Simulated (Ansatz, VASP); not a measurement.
**One calculation of KF, two programs**

```xyz
2
Lattice="0.0000 3.0528 3.0528 3.0528 0.0000 3.0528 3.0528 3.0528 0.0000" Properties=species:S:1:pos:R:3 pbc="T T T"
K     0.0000    0.0000    0.0000
F     1.5264    1.5264    1.5264
```

Change from the starting cell: hydrostatic strain +4.0%.

Alike in both runs: task single point; functional r2SCAN; k mesh 8 × 8 × 8; no spin polarisation.

|  | VASP | Ansatz |
| --- | --- | --- |
| version | VASP 6.6.1 | Ansatz 0.2.0 |
| potentials or method | VASP PAW PBE potentials, release 64 (K_sv, F) | plane waves, PAW |
| plane-wave cutoff (eV) | 520 | 500 |
| occupations | gaussian, width 0.01 eV | fixed |
| valence electrons in the cell | 16 | 16 |

```csv
,VASP,Ansatz,Ansatz less VASP
gap on the k mesh at the Fermi level (eV),5.46,5.46,+0.004
pressure (GPa),-2.1,-2.1,+0.06
```

VASP's potentials were made for PBE, not for r2SCAN.
